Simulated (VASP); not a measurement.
# Pd (Fm-3m) in VASP: a series of runs

Runs on Pd. Level: PBE+D3(BJ). Tasks: single point.

All numbers are computed with VASP 6.6.1; they aren't measurements. Logs are shortened: lines on timing, memory, paths and dates and some standing lists are left out, and cuts for length are marked.

## 1. The cell of the first run

The structure is cubic, space group Fm-3m (No. 225). The conventional cell has a = 3.893 Å, b = 3.893 Å, c = 3.893 Å, α = 90.00°, β = 90.00°, γ = 90.00°. Within 3.6 Å of Pd (site symmetry m-3m) lie 12 Pd at 2.75 Å.

## 2. Single point, PBE+D3(BJ), collinear spin, ferromagnetic start

Contents of INCAR:

```
SYSTEM = Pd
PREC = Accurate
ENCUT = 500
EDIFF = 1E-6
ISMEAR = -1
SIGMA = 0.05
LREAL = .False.
LASPH = .True.
NELM = 200
ALGO = Normal
ISIF = 2
LWAVE = .False.
LCHARG = .True.
ISPIN = 2
MAGMOM = 1
LORBIT = 11
NUPDOWN = 1.0
LMAXMIX = 4
GGA = PE
IVDW = 12
LELF = .True.
LVHAR = .True.
NBANDS = 15
GGA_COMPAT = .False.
```

Contents of KPOINTS:

```
Automatic mesh
0
Gamma
  12 12 12
  0 0 0
```

Contents of POSCAR:

```
Pd
1.0
    0.0000000000      1.9465000000      1.9465000000
    1.9465000000      0.0000000000      1.9465000000
    1.9465000000      1.9465000000      0.0000000000
Pd
1
Direct
    0.0000000000      0.0000000000      0.0000000000
```

Potentials or basis: VASP PAW PBE potentials, release 64 (Pd).

Run with:

```
cat potpaw_PBE.64/Pd/POTCAR > POTCAR
mpirun -np 1 vasp_std > vasp.out
```

OUTCAR:

```text
SYSTEM = Pd
   PREC = Accurate
   ENCUT = 500
   EDIFF = 1E-6
   ISMEAR = -1
   LREAL = .False.
   LASPH = .True.
   NELM = 200
   ISIF = 2
   ISPIN = 2
   LORBIT = 11
   NUPDOWN = 1.0
   GGA = PE
   IVDW = 12
 IVDW          = 12

 ion  position               nearest neighbor table
   1  0.000  0.000  0.000-

  LATTYP: Found a face centered cubic cell.
 ALAT       =     3.8930000000

  Lattice vectors:

 A1 = (   0.0000000000,   1.9465000000,   1.9465000000)
 A2 = (   1.9465000000,   0.0000000000,   1.9465000000)
 A3 = (   1.9465000000,   1.9465000000,   0.0000000000)

Analysis of symmetry for initial positions (statically):
[... 25 lines left out ...]
The dynamic configuration has the point symmetry O_h .

Analysis of structural, dynamic, and magnetic symmetry:
=====================================================================
 Subroutine PRICEL returns:
[... 7 lines left out ...]
 out of a pool of 48 trial point group operations.

The overall configuration has the point symmetry O_h .

 Subroutine INISYM returns: Found 48 space group operations
[... 5 lines left out ...]
                                     Primitive cell

  volume of cell :      14.7500

  direct lattice vectors                    reciprocal lattice vectors
     0.000000000  1.946500000  1.946500000    -0.256871307  0.256871307  0.256871307
     1.946500000  0.000000000  1.946500000     0.256871307 -0.256871307  0.256871307
     1.946500000  1.946500000  0.000000000     0.256871307  0.256871307 -0.256871307

  length of vectors
     2.752766699  2.752766699  2.752766699     0.444914156  0.444914156  0.444914156

  position of ions in fractional coordinates (direct lattice)
     0.000000000  0.000000000  0.000000000

  ion indices of the primitive-cell ions
   primitive index   ion index
                 1           1

----------------------------------------------------------------------------------------

 KPOINTS: Automatic mesh

Automatic generation of k-mesh.
 Grid dimensions read from file:
 generate k-points for:   12   12   12

 Generating k-lattice:

  Cartesian coordinates                     Fractional coordinates (reciprocal lattice)
    -0.021405942  0.021405942  0.021405942     0.083333333  0.000000000  0.000000000
     0.021405942 -0.021405942  0.021405942     0.000000000  0.083333333  0.000000000
     0.021405942  0.021405942 -0.021405942     0.000000000  0.000000000  0.083333333

  Length of vectors
     0.037076180  0.037076180  0.037076180

  Shift w.r.t. Gamma in fractional coordinates (k-lattice)
     0.000000000  0.000000000  0.000000000

 Subroutine IBZKPT returns following result:
 ===========================================

 Found     72 irreducible k-points:

 Following reciprocal coordinates:
            Coordinates               Weight
  0.000000  0.000000  0.000000      1.000000
  0.083333  0.000000  0.000000      8.000000
  0.166667  0.000000  0.000000      8.000000
  0.250000  0.000000  0.000000      8.000000
  0.333333  0.000000  0.000000      8.000000
  0.416667  0.000000  0.000000      8.000000
[... 16 lines left out ...]
  0.500000  0.166667  0.000000     24.000000
 -0.416667  0.166667  0.000000     24.000000
 [... further k-points ...]
   k-points           NKPTS =     72   k-points in BZ     NKDIM =     72   number of bands    NBANDS=     15
   number of dos      NEDOS =    301   number of ions     NIONS =      1
   total plane-waves  NPLWV =   8000
   dimension x,y,z NGX =    20 NGY =   20 NGZ =   20
   dimension x,y,z NGXF=    40 NGYF=   40 NGZF=   40
   ions per type =               1
   NGX,Y,Z   is equivalent  to a cutoff of  12.08, 12.08, 12.08 a.u.
   NGXF,Y,Z  is equivalent  to a cutoff of  24.16, 24.16, 24.16 a.u.
 SYSTEM =  Pd
   PREC   = accura    normal or accurate (medium, high low for compatibility)
   ISTART =      0    job   : 0-new  1-cont  2-samecut
   ICHARG =      2    charge: 1-file 2-atom 10-const
   ISPIN  =      2    spin polarized calculation?
   LNONCOLLINEAR =      F non collinear calculations
   LSORBIT =      F    spin-orbit coupling
   LASPH  =      T    aspherical Exc in radial PAW
   ENCUT  =  500.0 eV  36.75 Ry    6.06 a.u.   5.02  5.02  5.02*2*pi/ulx,y,z
   NELM   =    200;   NELMIN=  2; NELMDL= -5     # of ELM steps
   EDIFF  = 0.1E-05   stopping-criterion for ELM
   LREAL  =      F    real-space projection
   EDIFFG = 0.1E-04   stopping-criterion for IOM
   NSW    =      0    number of steps for IOM
   IBRION =     -1    ionic relax: 0-MD 1-quasi-New 2-CG
   NFREE  =      0    steps in history (QN), initial steepest desc. (CG)
   ISIF   =      2    stress and relaxation
   ISYM   =      2    0-nonsym 1-usesym 2-fastsym
   POTIM  = 0.5000    time-step for ionic-motion
   TEBEG  =    0.0;   TEEND  =   0.0 temperature during run
   PSTRESS=    0.0 pullay stress
   NELECT =      10.0000    total number of electrons
   NUPDOWN=       1.0000    fix difference up-down
   EMIN   =  10.00;   EMAX   =-10.00  energy-range for DOS
   EFERMI =   0.00;   METHOD = LEGACY
   ISMEAR =    -1;   SIGMA  =   0.05  broadening in eV -4-tet -1-fermi 0-gaus
   EFERMI_NEDOS =   21; number of points for ismear=-14 and -15
   IALGO  =     38    algorithm
   IMIX   =      4    mixing-type and parameters
     AMIX     =   0.40;   BMIX     =  1.00
     AMIX_MAG =   1.60;   BMIX_MAG =  1.00
  volume/ion in A,a.u.               =      14.75        99.54
  Fermi-wavevector in a.u.,A,eV,Ry     =   1.438171  2.717748 28.141404  2.068335
  Thomas-Fermi vector in A             =   2.557167
   LORBIT       =     11    0 simple, 1 ext, 2 COOP (PROOUT), +10 PAW based schemes
   GGA     = PE    functional components
   LHFCALC =     F    Hartree Fock is set to
   AEXX    =    0.0000 exact exchange contribution
   IVDW    =    12    specifies the selected vdW correction
   LEPSILON=     F    determine dielectric tensor
   LRPA    =     F    only Hartree local field effects (RPA)
 spin polarized calculation
  energy-cutoff  :      500.00
  volume of cell :       14.75
 maximum number of plane-waves:       388
   NGX =  9   NGY =  9   NGZ =  9

 number of electron      10.0000000 magnetization       1.0000000

 number of electron       9.9999999 magnetization       1.0000000

 Free energy of the ion-electron system (eV)
  ---------------------------------------------------
  ext. energy  EPLUGINS =         0.00000000
  ---------------------------------------------------
  free energy    TOTEN  =        -4.84266066 eV

  energy without entropy =       -4.83474548  energy(sigma->0) =       -4.83870307

 E-fermi :   9.5531     XC(G=0): -13.2201

 val. band max:       11.7699682313   @ k =  -0.2500   0.2500   0.0833
 cond. band min:       9.5540666210   @ k =   0.3333   0.1667   0.0000
 fundamental gap:     -2.2159016103
 Fermi energy:        11.9587536238

 spin component 1

 k-point     1 :       0.0000    0.0000    0.0000
  band No.  band energies     occupation
      1       2.4962      1.00000
      2       6.4481      1.00000
      3       6.4481      1.00000
      4       6.4481      1.00000
      5       8.0712      1.00000
      6       8.0712      1.00000
      7      26.8483      0.00000
      8      31.6180      0.00000
      9      31.6180      0.00000
     10      31.6180      0.00000
     11      34.9293      0.00000
     12      36.9611      0.00000
     13      40.1477      0.00000
     14      40.1477      0.00000
     15      40.1477      0.00000
[... 397 lines left out ...]
 k-point    24 :      -0.4167    0.1667    0.0000
  band No.  band energies     occupation
      1       4.7144      1.00000
      2       6.0410      1.00000
      3       6.9671      1.00000
      4       7.4417      1.00000
      5       8.9914      1.00000
      6      13.1135      0.00000
      7      17.0470      0.00000
      8      25.4154      0.00000
      9      28.4877      0.00000
     10      29.4793      0.00000
     11      34.9751      0.00000
     12      37.4896      0.00000
     13      37.9284      0.00000
     14      43.1009      0.00000
     15      43.2148      0.00000

 [... further k-points ...]

 spin component 2

 k-point     1 :       0.0000    0.0000    0.0000
  band No.  band energies     occupation
      1       2.7857      1.00000
      2       7.1412      1.00000
      3       7.1412      1.00000
      4       7.1412      1.00000
      5       8.6921      1.00000
      6       8.6921      1.00000
      7      27.1154      0.00000
      8      31.9004      0.00000
      9      31.9004      0.00000
     10      31.9004      0.00000
     11      36.0436      0.00000
     12      37.2840      0.00000
     13      40.5004      0.00000
     14      40.5004      0.00000
     15      40.5004      0.00000
[... 397 lines left out ...]
 k-point    24 :      -0.4167    0.1667    0.0000
  band No.  band energies     occupation
      1       5.2775      1.00000
      2       6.6255      1.00000
      3       7.5923      1.00000
      4       8.0266      1.00000
      5       9.7114      0.04043
      6      13.5480      0.00000
      7      17.5375      0.00000
      8      25.7632      0.00000
      9      28.8059      0.00000
     10      29.8178      0.00000
     11      36.1126      0.00000
     12      37.8014      0.00000
     13      38.2592      0.00000
     14      43.7758      0.00000
     15      43.9045      0.00000

 [... further k-points ...]

------------------------ aborting loop because EDIFF is reached ----------------------------------------

 Edisp (eV)   -0.66810

 E8    (eV) :    -0.2953

  FORCE on cell =-STRESS in cart. coord.  units (eV):
  Direction    XX          YY          ZZ          XY          YZ          ZX
  --------------------------------------------------------------------------------------
  -------------------------------------------------------------------------------------
  Total       0.31461     0.31461     0.31461     0.00000     0.00000     0.00000
  in kB      34.17365    34.17365    34.17365     0.00000     0.00000     0.00000
  external pressure =       34.17 kB  Pullay stress =        0.00 kB

 VOLUME and BASIS-vectors are now :
 -----------------------------------------------------------------------------
  energy-cutoff  :      500.00
  volume of cell :       14.75
      direct lattice vectors                 reciprocal lattice vectors
     0.000000000  1.946500000  1.946500000    -0.256871307  0.256871307  0.256871307
     1.946500000  0.000000000  1.946500000     0.256871307 -0.256871307  0.256871307
     1.946500000  1.946500000  0.000000000     0.256871307  0.256871307 -0.256871307

 POSITION                                       TOTAL-FORCE (eV/Angst)
 -----------------------------------------------------------------------------------
      0.00000      0.00000      0.00000         0.000000      0.000000     -0.000000
 -----------------------------------------------------------------------------------
    total drift:                               -0.000000     -0.000000     -0.000000

  FREE ENERGIE OF THE ION-ELECTRON SYSTEM (eV)
  ---------------------------------------------------
  free  energy   TOTEN  =        -5.5107592887 eV

  energy  without entropy=       -5.5028441135  energy(sigma->0) =       -5.50680170

 total charge

# of ion       s       p       d       tot
------------------------------------------
    1        0.521   0.534   8.363   9.417

 magnetization (x)

# of ion       s       p       d       tot
------------------------------------------
    1        0.038   0.068   0.862   0.968
```

Wall time 26 s (1 thread of AMD EPYC 7R13 (Zen 3), shared host); peak memory 0.13 GiB.

Results:

* Free energy: -5.5108 eV
* Pressure: 3.4 GPa
* Net moment: 1.00 μB per cell
* Site moments: Pd +0.97 μB
* Valence electrons inside the program's atomic spheres: Pd 9.42
* Dispersion energy per atom: -0.668 eV

Caveat: three body term missing; the total moment is fixed, so each spin has its own Fermi level.

(Continued in part 2 of 3.)
